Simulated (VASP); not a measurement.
# BN (Pnma) in VASP: single point with PBEsol

Aim: the single point of BN with PBEsol.

All numbers are computed with VASP 6.6.1; they aren't measurements. Logs are shortened: lines on timing, memory, paths and dates and some standing lists are left out, and cuts for length are marked.

## Step 1: The cell of the first run

It takes space group Pnma (No. 62, orthorhombic). The conventional cell has a = 4.880 Å, b = 2.591 Å, c = 4.292 Å, α = 90.00°, β = 90.00°, γ = 90.00°. Within 2.0 Å of B (site symmetry m) lie 4 N at 1.51 to 1.65 Å. Within 2.0 Å of N (site symmetry m) lie 4 B at 1.51 to 1.65 Å.

## Step 2: Single point, PBEsol

INCAR

```
SYSTEM = BN
PREC = Accurate ; ENCUT = 600
EDIFF = 1E-6 ; ISMEAR = 0
SIGMA = 0.01 ; LREAL = .FALSE.
LASPH = .TRUE. ; NELM = 120
ALGO = Normal ; ISIF = 2
LWAVE = .FALSE. ; LCHARG = .FALSE.
GGA = PS ; NBANDS = 26
GGA_COMPAT = .FALSE.
```

KPOINTS

```
Automatic mesh
0
G
  4 8 6
  0 0 0
```

POSCAR

```
BN
1.0
    4.8800890000      0.0000000000      0.0000000000
    0.0000000000      2.5914640000      0.0000000000
    0.0000000000      0.0000000000      4.2920490000
B N
4 4
Direct
    0.6595870000      0.7500000000      0.0929040000
    0.1595870000      0.7500000000      0.4070960000
    0.3404130000      0.2500000000      0.9070960000
    0.8404130000      0.2500000000      0.5929040000
    0.8211300000      0.7500000000      0.3935140000
    0.1788700000      0.2500000000      0.6064860000
    0.3211300000      0.7500000000      0.1064860000
    0.6788700000      0.2500000000      0.8935140000
```

Potentials or basis: VASP PAW PBE potentials, release 64 (B, N).

Command:

```sh
$ cat potpaw_PBE.64/B/POTCAR potpaw_PBE.64/N/POTCAR > POTCAR
$ mpirun -np 1 vasp_std > vasp.out
```

OUTCAR:

```text
SYSTEM = BN
   PREC = Accurate
   ENCUT = 600
   EDIFF = 1E-6
   ISMEAR = 0
   LREAL = .FALSE.
   LASPH = .TRUE.
   NELM = 120
   ISIF = 2
   GGA = PS

 ion  position               nearest neighbor table
   1  0.660  0.750  0.093-   5 1.51   8 1.56   8 1.56   7 1.65
   2  0.160  0.750  0.407-   7 1.51   6 1.56   6 1.56   5 1.65
   3  0.340  0.250  0.907-   6 1.51   7 1.56   7 1.56   8 1.65
   4  0.840  0.250  0.593-   8 1.51   5 1.56   5 1.56   6 1.65
   5  0.821  0.750  0.394-   1 1.51   4 1.56   4 1.56   2 1.65
   6  0.179  0.250  0.606-   3 1.51   2 1.56   2 1.56   4 1.65
   7  0.321  0.750  0.106-   2 1.51   3 1.56   3 1.56   1 1.65
   8  0.679  0.250  0.894-   4 1.51   1 1.56   1 1.56   3 1.65

  LATTYP: Found a simple orthorhombic cell.
 ALAT       =     2.5914640000
 B/A-ratio  =     1.6562255929
 C/A-ratio  =     1.8831398005

  Lattice vectors:

 A1 = (   0.0000000000,   2.5914640000,   0.0000000000)
 A2 = (   0.0000000000,   0.0000000000,   4.2920490000)
 A3 = (   4.8800890000,   0.0000000000,   0.0000000000)

Analysis of symmetry for initial positions (statically):
=====================================================================
 Subroutine PRICEL returns:
 Original cell was already a primitive cell.

 Routine SETGRP: Setting up the symmetry group for a
 simple orthorhombic supercell.

 Subroutine GETGRP returns: Found  8 space group operations
 (whereof  2 operations were pure point group operations)
 out of a pool of  8 trial point group operations.

The static configuration has the point symmetry S_2 .
 The point group associated with its full space group is D_2h.

Analysis of symmetry for dynamics (positions and initial velocities):
=====================================================================
 Subroutine PRICEL returns:
 Original cell was already a primitive cell.

 Routine SETGRP: Setting up the symmetry group for a
 simple orthorhombic supercell.

 Subroutine GETGRP returns: Found  8 space group operations
 (whereof  2 operations were pure point group operations)
 out of a pool of  8 trial point group operations.

The dynamic configuration has the point symmetry S_2 .
 The point group associated with its full space group is D_2h.

 Subroutine INISYM returns: Found  8 space group operations
 (whereof  2 operations are pure point group operations),
 and found     1 'primitive' translations

----------------------------------------------------------------------------------------

                                     Primitive cell

  volume of cell :      54.2797

  direct lattice vectors                    reciprocal lattice vectors
     4.880089000  0.000000000  0.000000000     0.204914296  0.000000000  0.000000000
     0.000000000  2.591464000  0.000000000     0.000000000  0.385882266  0.000000000
     0.000000000  0.000000000  4.292049000     0.000000000  0.000000000  0.232988952

  length of vectors
     4.880089000  2.591464000  4.292049000     0.204914296  0.385882266  0.232988952

  position of ions in fractional coordinates (direct lattice)
     0.659587000  0.750000000  0.092904000
     0.159587000  0.750000000  0.407096000
     0.340413000  0.250000000  0.907096000
     0.840413000  0.250000000  0.592904000
     0.821130000  0.750000000  0.393514000
     0.178870000  0.250000000  0.606486000
     0.321130000  0.750000000  0.106486000
     0.678870000  0.250000000  0.893514000

  ion indices of the primitive-cell ions
   primitive index   ion index
                 1           1
                 2           2
                 3           3
                 4           4
                 5           5
                 6           6
                 7           7
                 8           8

----------------------------------------------------------------------------------------

 KPOINTS: Automatic mesh

Automatic generation of k-mesh.
 Grid dimensions read from file:
 generate k-points for:    4    8    6

 Generating k-lattice:

  Cartesian coordinates                     Fractional coordinates (reciprocal lattice)
     0.051228574  0.000000000  0.000000000     0.250000000  0.000000000  0.000000000
     0.000000000  0.048235283  0.000000000     0.000000000  0.125000000  0.000000000
     0.000000000  0.000000000  0.038831492     0.000000000  0.000000000  0.166666667

  Length of vectors
     0.051228574  0.048235283  0.038831492

  Shift w.r.t. Gamma in fractional coordinates (k-lattice)
     0.000000000  0.000000000  0.000000000

 Subroutine IBZKPT returns following result:
 ===========================================

 Found     60 irreducible k-points:

 Following reciprocal coordinates:
            Coordinates               Weight
  0.000000  0.000000  0.000000      1.000000
  0.250000  0.000000  0.000000      2.000000
  0.500000  0.000000  0.000000      1.000000
  0.000000  0.125000  0.000000      2.000000
  0.250000  0.125000  0.000000      4.000000
  0.500000  0.125000  0.000000      2.000000
[... 16 lines left out ...]
  0.250000  0.250000  0.166667      8.000000
  0.500000  0.250000  0.166667      4.000000
 [... further k-points ...]
   k-points           NKPTS =     60   k-points in BZ     NKDIM =     60   number of bands    NBANDS=     26
   number of dos      NEDOS =    301   number of ions     NIONS =      8
   total plane-waves  NPLWV =  34560
   dimension x,y,z NGX =    40 NGY =   24 NGZ =   36
   dimension x,y,z NGXF=    80 NGYF=   48 NGZF=   72
   ions per type =               4   4
   NGX,Y,Z   is equivalent  to a cutoff of  13.63, 15.40, 13.94 a.u.
   NGXF,Y,Z  is equivalent  to a cutoff of  27.25, 30.79, 27.89 a.u.
 SYSTEM =  BN
   PREC   = accura    normal or accurate (medium, high low for compatibility)
   ISTART =      0    job   : 0-new  1-cont  2-samecut
   ICHARG =      2    charge: 1-file 2-atom 10-const
   ISPIN  =      1    spin polarized calculation?
   LNONCOLLINEAR =      F non collinear calculations
   LSORBIT =      F    spin-orbit coupling
   LASPH  =      T    aspherical Exc in radial PAW
   ENCUT  =  600.0 eV  44.10 Ry    6.64 a.u.   9.75  5.18  8.57*2*pi/ulx,y,z
   NELM   =    120;   NELMIN=  2; NELMDL= -5     # of ELM steps
   EDIFF  = 0.1E-05   stopping-criterion for ELM
   LREAL  =      F    real-space projection
   EDIFFG = 0.1E-04   stopping-criterion for IOM
   NSW    =      0    number of steps for IOM
   IBRION =     -1    ionic relax: 0-MD 1-quasi-New 2-CG
   NFREE  =      0    steps in history (QN), initial steepest desc. (CG)
   ISIF   =      2    stress and relaxation
   ISYM   =      2    0-nonsym 1-usesym 2-fastsym
   POTIM  = 0.5000    time-step for ionic-motion
   TEBEG  =    0.0;   TEEND  =   0.0 temperature during run
   PSTRESS=    0.0 pullay stress
   NELECT =      32.0000    total number of electrons
   NUPDOWN=      -1.0000    fix difference up-down
   EMIN   =  10.00;   EMAX   =-10.00  energy-range for DOS
   EFERMI =   0.00;   METHOD = LEGACY
   ISMEAR =     0;   SIGMA  =   0.01  broadening in eV -4-tet -1-fermi 0-gaus
   EFERMI_NEDOS =   21; number of points for ismear=-14 and -15
   IALGO  =     38    algorithm
   IMIX   =      4    mixing-type and parameters
     AMIX     =   0.40;   BMIX     =  1.00
     AMIX_MAG =   1.60;   BMIX_MAG =  1.00
  volume/ion in A,a.u.               =       6.78        45.79
  Fermi-wavevector in a.u.,A,eV,Ry     =   1.372711  2.594047 25.637923  1.884334
  Thomas-Fermi vector in A             =   2.498293
   LORBIT       =      0    0 simple, 1 ext, 2 COOP (PROOUT), +10 PAW based schemes
   GGA     = PS    functional components
   LHFCALC =     F    Hartree Fock is set to
   AEXX    =    0.0000 exact exchange contribution
   IVDW    =     0    specifies the selected vdW correction
   LEPSILON=     F    determine dielectric tensor
   LRPA    =     F    only Hartree local field effects (RPA)
 non-spin polarized calculation
 Gauss-broadening in eV      SIGMA  =   0.01
  energy-cutoff  :      600.00
  volume of cell :       54.28
 maximum number of plane-waves:      1850
 NGX is ok and might be reduce to    40
   NGX = 19   NGY = 11   NGZ = 17

 number of electron      32.0000004 magnetization

 Free energy of the ion-electron system (eV)
  ---------------------------------------------------
  ext. energy  EPLUGINS =         0.00000000
  ---------------------------------------------------
  free energy    TOTEN  =       -71.61465249 eV

  energy without entropy =      -71.61465249  energy(sigma->0) =      -71.61465249

 E-fermi :   5.6826     XC(G=0): -12.0274

 val. band max:        5.5628881690   @ k =   0.0000   0.0000   0.0000
 cond. band min:      11.1873430022   @ k =   0.2500   0.0000   0.3333
 fundamental gap:      5.6244548331
 Fermi energy:         5.6825800114

 k-point     1 :       0.0000    0.0000    0.0000
  band No.  band energies     occupation
      1     -14.0660      2.00000
      2     -11.4758      2.00000
      3     -10.4499      2.00000
      4      -8.6784      2.00000
      5      -3.2731      2.00000
      6      -2.6473      2.00000
[... 18 lines left out ...]
     25      17.0732      0.00000
     26      17.7788      0.00000

 k-point     2 :       0.2500    0.0000    0.0000
  band No.  band energies     occupation
      1     -13.8370      2.00000
      2     -12.2268      2.00000
      3      -9.8029      2.00000
      4      -8.7561      2.00000
      5      -3.4720      2.00000
      6      -3.4236      2.00000
[... 18 lines left out ...]
     25      15.6909      0.00000
     26      17.2863      0.00000

 k-point     3 :       0.5000    0.0000    0.0000
  band No.  band energies     occupation
      1     -13.1829      2.00000
      2     -13.1829      2.00000
      3      -9.1038      2.00000
      4      -9.1038      2.00000
      5      -3.7728      2.00000
      6      -3.7728      2.00000
[... 572 lines left out ...]
 k-point    23 :       0.2500    0.2500    0.1667
  band No.  band energies     occupation
      1     -12.7825      2.00000
      2     -11.4042      2.00000
      3      -9.4073      2.00000
      4      -8.6768      2.00000
      5      -3.1713      2.00000
      6      -2.7094      2.00000
[... 18 lines left out ...]
     25      17.9461      0.00000
     26      18.0228      0.00000

 k-point    24 :       0.5000    0.2500    0.1667
  band No.  band energies     occupation
      1     -12.1964      2.00000
      2     -12.1964      2.00000
      3      -8.9715      2.00000
      4      -8.9715      2.00000
      5      -2.9402      2.00000
      6      -2.9402      2.00000
[... 18 lines left out ...]
     25      18.4436      0.00000
     26      18.4438      0.00000

 [... further k-points ...]
[... 5 lines left out ...]
  --------------------------------------------------------------------------------------
  -------------------------------------------------------------------------------------
  Total       -1.5653633     -1.6549726     -1.4655340      0.0000000      0.0000000      0.0000000
  in kB      -46.2049102    -48.8499122    -43.2582450      0.0000000      0.0000000      0.0000000
  external PRESSURE =     -46.1043558 kB  Pullay stress =       0.0000000 kB

 VOLUME and BASIS-vectors are now :
 -----------------------------------------------------------------------------
  energy-cutoff  :      600.00
  volume of cell :       54.28
      direct lattice vectors                 reciprocal lattice vectors
     4.880089000  0.000000000  0.000000000     0.204914296  0.000000000  0.000000000
     0.000000000  2.591464000  0.000000000     0.000000000  0.385882266  0.000000000
     0.000000000  0.000000000  4.292049000     0.000000000  0.000000000  0.232988952

 POSITION                                       TOTAL-FORCE (eV/Angst)
 -----------------------------------------------------------------------------------
      3.21884      1.94360      0.39875        -0.007664     -0.000000     -0.001064
      0.77880      1.94360      1.74728        -0.007664     -0.000000      0.001064
      1.66125      0.64787      3.89330         0.007664     -0.000000      0.001064
      4.10129      0.64787      2.54477         0.007664      0.000000     -0.001064
      4.00719      1.94360      1.68898         0.032528     -0.000000     -0.052085
      0.87290      0.64787      2.60307        -0.032528      0.000000      0.052085
      1.56714      1.94360      0.45704         0.032528     -0.000000      0.052085
      3.31295      0.64787      3.83501        -0.032528     -0.000000     -0.052085
 -----------------------------------------------------------------------------------
    total drift:                                0.000000      0.000000     -0.000000

  FREE ENERGIE OF THE ION-ELECTRON SYSTEM (eV)
  ---------------------------------------------------
  free  energy   TOTEN  =       -71.6146524913 eV

  energy  without entropy=      -71.6146524913  energy(sigma->0) =      -71.61465249
```

It took 36 s on 1 thread of Intel Xeon 6975P-C (Granite Rapids), shared host; peak memory 0.21 GiB.

Results:

```
Free energy            : -71.6147 eV
Pressure               : -4.6 GPa
Largest force          : 0.061 eV/Å
Band gap on the k mesh : 5.62 eV (least direct gap 6.09 eV)
```

Forces in eV/Å, atoms in the order of the input:
```
B   -0.008  0.000 -0.001
B   -0.008  0.000  0.001
B    0.008  0.000  0.001
B    0.008  0.000 -0.001
N    0.033  0.000 -0.052
N   -0.033  0.000  0.052
N    0.033  0.000  0.052
N   -0.033  0.000 -0.052
```

Stress tensor (GPa, compression positive):
```
-4.62  0.00  0.00
 0.00 -4.88  0.00
 0.00  0.00 -4.33
```

Caveat: the cell stands under tension; the PAW data sets were made with another functional, which shifts forces and pressure a little. A k mesh can miss the band edges.
